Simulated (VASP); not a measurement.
# BN (zinc blende type) in VASP: a series of runs, part 2 of 2

VASP 6.6.1.

## (4) Single point, HSE06

This run uses another cell than the first one, of 5.98 Å³/atom, 0.962 times its volume.

POSCAR reads:

```
BN
1.0
    0.0000000000      1.8150000000      1.8150000000
    1.8150000000      0.0000000000      1.8150000000
    1.8150000000      1.8150000000      0.0000000000
B N
1 1
Direct
    0.0095429797      0.0095429797      0.0095429797
    0.2500000000      0.2500000000      0.2500000000
```

INCAR.step1 reads:

```
PREC     = Accurate       # precision mode
ENCUT    = 520            # plane-wave cutoff, eV
EDIFF    = 1E-5           # SCF threshold, eV
ISMEAR   = -1             # smearing method
SIGMA    = 0.05           # smearing width, eV
LREAL    = False          # projectors in reciprocal space
LASPH    = True           # aspherical terms in the spheres
NELM     = 80             # most SCF steps
ALGO     = Normal         # electronic algorithm
ISIF     = 2              # what is computed and relaxed
LWAVE    = True           # write WAVECAR
GGA      = PE             # functional
NBANDS   = 11             # bands
```

INCAR.step2 reads:

```
PREC     = Accurate       # precision mode
ENCUT    = 520            # plane-wave cutoff, eV
EDIFF    = 1E-7           # SCF threshold, eV
ISMEAR   = -1             # smearing method
SIGMA    = 0.05           # smearing width, eV
LREAL    = False          # projectors in reciprocal space
LASPH    = True           # aspherical terms in the spheres
NELM     = 80             # most SCF steps
ALGO     = Normal         # electronic algorithm
ISIF     = 2              # what is computed and relaxed
LWAVE    = False          # write WAVECAR
LCHARG   = True           # write CHGCAR
GGA      = PE             # functional
LHFCALC  = True           # exact exchange
HFSCREEN = 0.2079         # screening, 1/A
PRECFOCK = Normal       
LELF     = True           # ELF
LVHAR    = True         
ISTART   = 1            
NBANDS   = 11             # bands
```

KPOINTS reads:

```
Automatic mesh
0
Gamma
  4 4 4
```

Potentials or basis: VASP PAW PBE potentials, release 64 (B, N).

Started as:

```bash
$ cat potpaw_PBE.64/B/POTCAR potpaw_PBE.64/N/POTCAR > POTCAR
$ cp INCAR.step1 INCAR
$ mpirun -np 1 vasp_std > vasp.out
$ cp INCAR.step2 INCAR
$ mpirun -np 1 vasp_std > vasp.out
```

OUTCAR:

```text
PREC = Accurate
   ENCUT = 520
   EDIFF = 1E-7
   ISMEAR = -1
   LREAL = False
   LASPH = True
   NELM = 80
   ISIF = 2
   GGA = PE
   LHFCALC = True
   HFSCREEN = 0.2079
   PRECFOCK = Normal
   ISTART = 1

 ion  position               nearest neighbor table
   1  0.010  0.010  0.010-   2 1.51   2 1.59   2 1.59   2 1.59
   2  0.250  0.250  0.250-   1 1.51   1 1.59   1 1.59   1 1.59

  LATTYP: Found a face centered cubic cell.
 ALAT       =     3.6300000000

  Lattice vectors:

 A1 = (   0.0000000000,   1.8150000000,   1.8150000000)
 A2 = (   1.8150000000,   0.0000000000,   1.8150000000)
 A3 = (   1.8150000000,   1.8150000000,   0.0000000000)

Analysis of symmetry for initial positions (statically):
=====================================================================
 Subroutine PRICEL returns:
 Original cell was already a primitive cell.

 Routine SETGRP: Setting up the symmetry group for a
 face centered cubic supercell.

 Subroutine GETGRP returns: Found  6 space group operations
 (whereof  6 operations were pure point group operations)
 out of a pool of 48 trial point group operations.

The static configuration has the point symmetry C_3v.

Analysis of symmetry for dynamics (positions and initial velocities):
=====================================================================
 Subroutine PRICEL returns:
 Original cell was already a primitive cell.

 Routine SETGRP: Setting up the symmetry group for a
 face centered cubic supercell.

 Subroutine GETGRP returns: Found  6 space group operations
 (whereof  6 operations were pure point group operations)
 out of a pool of 48 trial point group operations.

The dynamic configuration has the point symmetry C_3v.

 Subroutine INISYM returns: Found  6 space group operations
 (whereof  6 operations are pure point group operations),
 and found     1 'primitive' translations

----------------------------------------------------------------------------------------

                                     Primitive cell

  volume of cell :      11.9580

  direct lattice vectors                    reciprocal lattice vectors
     0.000000000  1.815000000  1.815000000    -0.275482094  0.275482094  0.275482094
     1.815000000  0.000000000  1.815000000     0.275482094 -0.275482094  0.275482094
     1.815000000  1.815000000  0.000000000     0.275482094  0.275482094 -0.275482094

  length of vectors
     2.566797616  2.566797616  2.566797616     0.477148983  0.477148983  0.477148983

  position of ions in fractional coordinates (direct lattice)
     0.009542980  0.009542980  0.009542980
     0.250000000  0.250000000  0.250000000

  ion indices of the primitive-cell ions
   primitive index   ion index
                 1           1
                 2           2

----------------------------------------------------------------------------------------

[... 38 lines left out ...]
 -0.250000  0.500000  0.250000      6.000000
   k-points           NKPTS =     13   k-points in BZ     NKDIM =     64   number of bands    NBANDS=     11
   number of dos      NEDOS =    301   number of ions     NIONS =      2
   total plane-waves  NPLWV =   8000
   dimension x,y,z NGX =    20 NGY =   20 NGZ =   20
   dimension x,y,z NGXF=    40 NGYF=   40 NGZF=   40
   ions per type =               1   1
   NGX,Y,Z   is equivalent  to a cutoff of  12.95, 12.95, 12.95 a.u.
   NGXF,Y,Z  is equivalent  to a cutoff of  25.91, 25.91, 25.91 a.u.
 SYSTEM =  unknown system
   PREC   = accura    normal or accurate (medium, high low for compatibility)
   ISTART =      1    job   : 0-new  1-cont  2-samecut
   ICHARG =      0    charge: 1-file 2-atom 10-const
   ISPIN  =      1    spin polarized calculation?
   LNONCOLLINEAR =      F non collinear calculations
   LSORBIT =      F    spin-orbit coupling
   LASPH  =      T    aspherical Exc in radial PAW
   ENCUT  =  520.0 eV  38.22 Ry    6.18 a.u.   4.77  4.77  4.77*2*pi/ulx,y,z
   NELM   =     80;   NELMIN=  2; NELMDL=  0     # of ELM steps
   EDIFF  = 0.1E-06   stopping-criterion for ELM
   LREAL  =      F    real-space projection
   EDIFFG = 0.1E-05   stopping-criterion for IOM
   NSW    =      0    number of steps for IOM
   IBRION =     -1    ionic relax: 0-MD 1-quasi-New 2-CG
   NFREE  =      0    steps in history (QN), initial steepest desc. (CG)
   ISIF   =      2    stress and relaxation
   ISYM   =      3    0-nonsym 1-usesym 2-fastsym
   POTIM  = 0.5000    time-step for ionic-motion
   TEBEG  =    0.0;   TEEND  =   0.0 temperature during run
   PSTRESS=    0.0 pullay stress
   NELECT =       8.0000    total number of electrons
   NUPDOWN=      -1.0000    fix difference up-down
   EMIN   =  10.00;   EMAX   =-10.00  energy-range for DOS
   EFERMI =   0.00;   METHOD = LEGACY
   ISMEAR =    -1;   SIGMA  =   0.05  broadening in eV -4-tet -1-fermi 0-gaus
   EFERMI_NEDOS =   21; number of points for ismear=-14 and -15
   IALGO  =     38    algorithm
   IMIX   =      1    mixing-type and parameters
     AMIX     =   0.40;   BMIX     =  1.00
     AMIX_MAG =   1.60;   BMIX_MAG =  1.00
  volume/ion in A,a.u.               =       5.98        40.35
  Fermi-wavevector in a.u.,A,eV,Ry     =   1.431808  2.705725 27.892963  2.050075
  Thomas-Fermi vector in A             =   2.551504
   LORBIT       =      0    0 simple, 1 ext, 2 COOP (PROOUT), +10 PAW based schemes
   GGA     = PE    functional components
   LHFCALC =     T    Hartree Fock is set to
   PRECFOCK=normal    Normal, Fast or Accurate (Low or Medium for compatibility)
   ENCUT4O =  -1.0   cutoff for four orbital integrals eV
   NKREDX  =     1    reduce k-point grid by
   NKREDY  =     1    reduce k-point grid by
   NKREDZ  =     1    reduce k-point grid by
   AEXX    =    0.2500 exact exchange contribution
   HFSCREEN=    0.2079 screening length (either q_TF or 0.3 A-1)
   HFSCREENC=   0.2079 screening length for correlation (either q_TF or 0.3 A-1)
   ENCUTFOCK=  -1.0 apply spherical cutoff to Coloumb kernel
   IVDW    =     0    specifies the selected vdW correction
   LEPSILON=     F    determine dielectric tensor
   LRPA    =     F    only Hartree local field effects (RPA)
 non-spin polarized calculation
  energy-cutoff  :      520.00
  volume of cell :       11.96
 maximum number of plane-waves:       332
  NGX = 16; NGY = 16; NGZ = 16

 number of electron       7.9999999 magnetization

 Free energy of the ion-electron system (eV)
  ---------------------------------------------------
  ext. energy  EPLUGINS =         0.00000000
  ---------------------------------------------------
  free energy    TOTEN  =       -20.20732768 eV

  energy without entropy =      -20.20732768  energy(sigma->0) =      -20.20732768

 E-fermi :   7.8253     XC(G=0): -10.4342

 val. band max:        6.7351055352   @ k =   0.0000   0.0000   0.0000
 cond. band min:      12.1509284702   @ k =   0.5000   0.5000   0.0000
 fundamental gap:      5.4158229350
 Fermi energy:         7.8253132511

 k-point     1 :       0.0000    0.0000    0.0000
  band No.  band energies     occupation
      1     -15.5436      2.00000
      2       5.6886      2.00000
      3       6.7351      2.00000
      4       6.7351      2.00000
      5      16.6410      0.00000
      6      16.6410      0.00000
      7      17.4467      0.00000
      8      18.4036      0.00000
      9      32.8604      0.00000
     10      35.9943      0.00000
     11      35.9943      0.00000
[... 155 lines left out ...]
 k-point    13 :      -0.2500    0.5000    0.2500
  band No.  band energies     occupation
      1      -9.3126      2.00000
      2      -1.9000      2.00000
      3      -1.0530      2.00000
      4      -0.4019      2.00000
      5      17.4938      0.00000
      6      21.6055      0.00000
      7      22.3365      0.00000
      8      23.3593      0.00000
      9      28.0285      0.00000
     10      34.2198      0.00000
     11      37.9171      0.00000

------------------------ aborting loop because EDIFF is reached ----------------------------------------

  FORCE on cell =-STRESS in cart. coord.  units (eV):
  Direction    XX          YY          ZZ          XY          YZ          ZX
  --------------------------------------------------------------------------------------
  -------------------------------------------------------------------------------------
  Total       -0.6526819     -0.6526819     -0.6526819      0.0847196      0.0847196      0.0847196
  in kB      -87.4484809    -87.4484809    -87.4484809     11.3510106     11.3510106     11.3510106
  external PRESSURE =     -87.4484809 kB  Pullay stress =       0.0000000 kB

 VOLUME and BASIS-vectors are now :
 -----------------------------------------------------------------------------
  energy-cutoff  :      520.00
  volume of cell :       11.96
      direct lattice vectors                 reciprocal lattice vectors
     0.000000000  1.815000000  1.815000000    -0.275482094  0.275482094  0.275482094
     1.815000000  0.000000000  1.815000000     0.275482094 -0.275482094  0.275482094
     1.815000000  1.815000000  0.000000000     0.275482094  0.275482094 -0.275482094

 POSITION                                       TOTAL-FORCE (eV/Angst)
 -----------------------------------------------------------------------------------
      0.03464      0.03464      0.03464        -0.978887     -0.978887     -0.978887
      0.90750      0.90750      0.90750         0.978887      0.978887      0.978887
 -----------------------------------------------------------------------------------
    total drift:                                0.000000      0.000000      0.000001

  FREE ENERGIE OF THE ION-ELECTRON SYSTEM (eV)
  ---------------------------------------------------
  free  energy   TOTEN  =       -20.2073276793 eV

  energy  without entropy=      -20.2073276793  energy(sigma->0) =      -20.20732768
```

Run time: 51 s. Hardware: 1 thread of Intel Xeon Platinum 8259CL at 2.50GHz (Skylake/Cascade Lake), shared host; peak memory 0.22 GiB.

What came out:

```yaml
Free_energy: -20.2073 eV
Pressure: -8.7 GPa
Largest_force: 1.695 eV/Å
Band_gap_on_the_k_mesh: 5.42 eV, indirect (least direct gap 9.91 eV)
```

Forces in eV/Å, atoms in the order of the input:
```
B   -0.979 -0.979 -0.979
N    0.979  0.979  0.979
```

Caveat: the k points lie up to 0.75 Å⁻¹ apart; the PAW data sets were made with another functional, which shifts forces and pressure a little. A k mesh can miss the band edges.
